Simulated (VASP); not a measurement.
# Ca (Fm-3m) in VASP: further runs

Ca is run at these levels: PBE; tasks: single point, relaxation of cell and atoms.

Program: VASP 6.6.1. These are calculated values, not measurements. Logs are shortened: lines on timing, memory, paths and dates and some standing lists are left out, and cuts for length are marked.

## Step 1: The cell of the first run

Symmetry: Fm-3m, No. 225, cubic system. The conventional cell has a = 5.535 Å, b = 5.535 Å, c = 5.535 Å, α = 90.00°, β = 90.00°, γ = 90.00°. Ca (site symmetry m-3m) has 12 Ca at 3.91 Å within 5.1 Å.

## Step 2: Single point, PBE

INCAR

```
SYSTEM = Ca
PREC = Accurate
ENCUT = 520
EDIFF = 1E-6
ISMEAR = -1
SIGMA = 0.02
LREAL = .False.
LASPH = .True.
NELM = 100
ALGO = Normal
ISIF = 2
LWAVE = .False.
LCHARG = .False.
GGA = PE
NBANDS = 11
```

KPOINTS

```
Automatic mesh
0
Gamma
  7 7 7
  0 0 0
```

POSCAR

```
Ca
1.0
    0.0000000000      2.7676570657      2.7676570657
    2.7676570657      0.0000000000      2.7676570657
    2.7676570657      2.7676570657      0.0000000000
Ca
1
Direct
    0.0000000000      0.0000000000      0.0000000000
```

Potentials or basis: VASP PAW PBE potentials, release 64 (Ca_sv).

Run with:

```
> cat potpaw_PBE.64/Ca_sv/POTCAR > POTCAR
> mpirun -np 1 vasp_std > vasp.out
```

OUTCAR:

```text
SYSTEM = Ca
   PREC = Accurate
   ENCUT = 520
   EDIFF = 1E-6
   ISMEAR = -1
   LREAL = .False.
   LASPH = .True.
   NELM = 100
   ISIF = 2
   GGA = PE

 ion  position               nearest neighbor table
   1  0.000  0.000  0.000-

  LATTYP: Found a face centered cubic cell.
 ALAT       =     5.5353141314

  Lattice vectors:

 A1 = (   0.0000000000,   2.7676570657,   2.7676570657)
 A2 = (   2.7676570657,   0.0000000000,   2.7676570657)
 A3 = (   2.7676570657,   2.7676570657,   0.0000000000)

Analysis of symmetry for initial positions (statically):
=====================================================================
 Subroutine PRICEL returns:
 Original cell was already a primitive cell.

 Routine SETGRP: Setting up the symmetry group for a
 face centered cubic supercell.

 Subroutine GETGRP returns: Found 48 space group operations
 (whereof 48 operations were pure point group operations)
 out of a pool of 48 trial point group operations.

The static configuration has the point symmetry O_h .

Analysis of symmetry for dynamics (positions and initial velocities):
=====================================================================
 Subroutine PRICEL returns:
 Original cell was already a primitive cell.

 Routine SETGRP: Setting up the symmetry group for a
 face centered cubic supercell.

 Subroutine GETGRP returns: Found 48 space group operations
 (whereof 48 operations were pure point group operations)
 out of a pool of 48 trial point group operations.

The dynamic configuration has the point symmetry O_h .

 Subroutine INISYM returns: Found 48 space group operations
 (whereof 48 operations are pure point group operations),
 and found     1 'primitive' translations

----------------------------------------------------------------------------------------

                                     Primitive cell

  volume of cell :      42.4001

  direct lattice vectors                    reciprocal lattice vectors
     0.000000000  2.767657066  2.767657066    -0.180658220  0.180658220  0.180658220
     2.767657066  0.000000000  2.767657066     0.180658220 -0.180658220  0.180658220
     2.767657066  2.767657066  0.000000000     0.180658220  0.180658220 -0.180658220

  length of vectors
     3.914058158  3.914058158  3.914058158     0.312909216  0.312909216  0.312909216

[... 74 lines left out ...]
   LREAL  =      F    real-space projection
   EDIFFG = 0.1E-04   stopping-criterion for IOM
   NSW    =      0    number of steps for IOM
   IBRION =     -1    ionic relax: 0-MD 1-quasi-New 2-CG
   NFREE  =      0    steps in history (QN), initial steepest desc. (CG)
   ISIF   =      2    stress and relaxation
   ISYM   =      2    0-nonsym 1-usesym 2-fastsym
   POTIM  = 0.5000    time-step for ionic-motion
   TEBEG  =    0.0;   TEEND  =   0.0 temperature during run
   PSTRESS=    0.0 pullay stress
   NELECT =      10.0000    total number of electrons
   NUPDOWN=      -1.0000    fix difference up-down
   EMIN   =  10.00;   EMAX   =-10.00  energy-range for DOS
   EFERMI =   0.00;   METHOD = LEGACY
   ISMEAR =    -1;   SIGMA  =   0.02  broadening in eV -4-tet -1-fermi 0-gaus
   EFERMI_NEDOS =   21; number of points for ismear=-14 and -15
   IALGO  =     38    algorithm
   IMIX   =      4    mixing-type and parameters
     AMIX     =   0.40;   BMIX     =  1.00
     AMIX_MAG =   1.60;   BMIX_MAG =  1.00
  volume/ion in A,a.u.               =      42.40       286.13
  Fermi-wavevector in a.u.,A,eV,Ry     =   1.011469  1.911399 13.919705  1.023069
  Thomas-Fermi vector in A             =   2.144520
   LORBIT       =      0    0 simple, 1 ext, 2 COOP (PROOUT), +10 PAW based schemes
   GGA     = PE    functional components
   LHFCALC =     F    Hartree Fock is set to
   AEXX    =    0.0000 exact exchange contribution
   IVDW    =     0    specifies the selected vdW correction
   LEPSILON=     F    determine dielectric tensor
   LRPA    =     F    only Hartree local field effects (RPA)
 non-spin polarized calculation
  energy-cutoff  :      520.00
  volume of cell :       42.40
 maximum number of plane-waves:      1155
 NGX is ok and might be reduce to    30
   NGX = 15   NGY = 15   NGZ = 15

 number of electron      10.0000000 magnetization

 Free energy of the ion-electron system (eV)
  ---------------------------------------------------
  ext. energy  EPLUGINS =         0.00000000
  ---------------------------------------------------
  free energy    TOTEN  =        -1.93656846 eV

  energy without entropy =       -1.93590885  energy(sigma->0) =       -1.93623866

 E-fermi :   1.9589     XC(G=0):  -7.7244

 val. band max:        1.8847740743   @ k =  -0.4286   0.1429   0.0000
 cond. band min:       2.0345230983   @ k =  -0.2857   0.4286   0.1429
 fundamental gap:      0.1497490240
 Fermi energy:         1.9589371118

 k-point     1 :       0.0000    0.0000    0.0000
  band No.  band energies     occupation
      1     -40.1126      2.00000
      2     -21.0284      2.00000
      3     -21.0284      2.00000
      4     -21.0284      2.00000
      5      -2.0783      2.00000
      6       4.2582      0.00000
      7       4.2582      0.00000
      8       4.2582      0.00000
      9       5.3191      0.00000
     10       5.3191      0.00000
     11      11.0388      0.00000
[... 253 lines left out ...]
 k-point    20 :      -0.2857    0.4286    0.1429
  band No.  band energies     occupation
      1     -40.0953      2.00000
      2     -21.1225      2.00000
      3     -21.1142      2.00000
      4     -21.0725      2.00000
      5       2.0345      0.04466
      6       2.4973      0.00000
      7       2.6862      0.00000
      8       4.6972      0.00000
      9       5.9860      0.00000
     10       6.5539      0.00000
     11       7.1959      0.00000

------------------------ aborting loop because EDIFF is reached ----------------------------------------

  FORCE on cell =-STRESS in cart. coord.  units (eV):
  Direction    XX          YY          ZZ          XY          YZ          ZX
  --------------------------------------------------------------------------------------
  -------------------------------------------------------------------------------------
  Total        0.0024589      0.0024589      0.0024589     -0.0000000     -0.0000000     -0.0000000
  in kB        0.0929149      0.0929149      0.0929149     -0.0000000     -0.0000000     -0.0000000
  external PRESSURE =       0.0929149 kB  Pullay stress =       0.0000000 kB

 VOLUME and BASIS-vectors are now :
 -----------------------------------------------------------------------------
  energy-cutoff  :      520.00
  volume of cell :       42.40
      direct lattice vectors                 reciprocal lattice vectors
     0.000000000  2.767657066  2.767657066    -0.180658220  0.180658220  0.180658220
     2.767657066  0.000000000  2.767657066     0.180658220 -0.180658220  0.180658220
     2.767657066  2.767657066  0.000000000     0.180658220  0.180658220 -0.180658220

 POSITION                                       TOTAL-FORCE (eV/Angst)
 -----------------------------------------------------------------------------------
      0.00000      0.00000      0.00000         0.000000     -0.000000      0.000000
 -----------------------------------------------------------------------------------
    total drift:                               -0.000000     -0.000000      0.000000

  FREE ENERGIE OF THE ION-ELECTRON SYSTEM (eV)
  ---------------------------------------------------
  free  energy   TOTEN  =        -1.9365684649 eV

  energy  without entropy=       -1.9359088532  energy(sigma->0) =       -1.93623866
```

OSZICAR:

```text
N       E                     dE             d eps       ncg     rms          rms(c)
DAV:   1     0.673322921881E+02    0.67332E+02   -0.48947E+03   440   0.825E+02
DAV:   2    -0.465702546537E+00   -0.67798E+02   -0.67307E+02   476   0.212E+02
DAV:   3    -0.190109217682E+01   -0.14354E+01   -0.14188E+01   671   0.298E+01
DAV:   4    -0.194399147065E+01   -0.42899E-01   -0.42836E-01   558   0.438E+00
DAV:   5    -0.194588286553E+01   -0.18914E-02   -0.18911E-02   619   0.555E-01    0.220E+00
DAV:   6    -0.193911480918E+01    0.67681E-02   -0.97243E-03   531   0.109E+00    0.134E+00
DAV:   7    -0.193693033768E+01    0.21845E-02   -0.15584E-02   487   0.147E+00    0.103E-01
DAV:   8    -0.193655747348E+01    0.37286E-03   -0.17697E-03   504   0.398E-01    0.214E-02
DAV:   9    -0.193656771963E+01   -0.10246E-04   -0.96898E-05   590   0.803E-02    0.472E-03
DAV:  10    -0.193656846493E+01   -0.74530E-06   -0.59805E-06   629   0.199E-02
   1 F= -.19365685E+01 E0= -.19362387E+01  d E =-.659612E-03
```

It took 22 s on 1 thread of Intel Xeon 8259CL, shared host; peak memory 0.16 GiB.

What came out:

| Quantity | Value |
| --- | --- |
| Free energy | -1.9366 eV |
| Pressure | 0.0 GPa |
| Band gap on the k mesh | zero (bands 5 and 6 overlap by 0.15 eV) |

## Step 3: Relaxation of cell and atoms, PBE

This run uses another cell than the first one, of 43.63 Å³/atom.

INCAR

```
  ALGO = Normal
  EDIFF = 1E-6
  EDIFFG = -0.01
  ENCUT = 600
  GGA = PE
  IBRION = 2
  ISIF = 3
  ISMEAR = -1
  LASPH = T
  LCHARG = F
  LREAL = F
  LWAVE = F
  NELM = 60
  NSW = 80
  PREC = Accurate
  SIGMA = 0.02
```

KPOINTS

```
k-points
0
Gamma
  7 7 7
```

POSCAR

```
Ca
1.0
    0.0000000000      2.7942000000      2.7942000000
    2.7942000000      0.0000000000      2.7942000000
    2.7942000000      2.7942000000      0.0000000000
Ca
1
Direct
    0.0000000000      0.0000000000      0.0000000000
```

Potentials or basis: VASP PAW PBE potentials, release 64 (Ca_sv).

Run with:

```
> cat potpaw_PBE.64/Ca_sv/POTCAR > POTCAR
> mpirun -np 1 vasp_std > vasp.out
```

Run time: 45 s. Hardware: 1 thread of Intel Xeon 8259CL, shared host; peak memory 0.19 GiB.

Results (log left out):

- Free energy: -1.9366 eV
- Relaxed volume: 42.51 Å³/atom
- Relaxed cell: a = 3.917 Å, b = 3.917 Å, c = 3.917 Å, α = 60.00°, β = 60.00°, γ = 60.00°
- Space group after relaxing (to 0.1 Å): Fm-3m (No. 225)
- Energy gained by relaxing: 1.6 meV/atom
- Ionic steps: 3
- Pressure after relaxing: 0.0 GPa
- Band gap on the k mesh: zero (bands 5 and 6 overlap by 0.15 eV)

Step by step:
```tsv
step	energy change (eV)	largest force (eV/Å)	pressure (GPa)	volume (Å³)
1	0.0000	0.0000	-0.45	43.63
2	-0.0015	0.0000	-0.15	42.86
3	-0.0016	0.0000	-0.01	42.51
```

Final structure:
```xyz
1
Lattice="0.0000 2.7700 2.7700 2.7700 0.0000 2.7700 2.7700 2.7700 0.0000" Properties=species:S:1:pos:R:3 pbc="T T T"
Ca    0.0000    0.0000    0.0000
```

Levels at points of the mesh, in eV from the Fermi level:
```
           k point  band 3  band 4  band 5  band 6  band 7  band 8
(0.00, 0.00, 0.00)  -22.99  -22.99   -4.03    2.30    2.30    2.30
```

The gap in the log of VASP goes by the Fermi energy; the results here count the filled bands.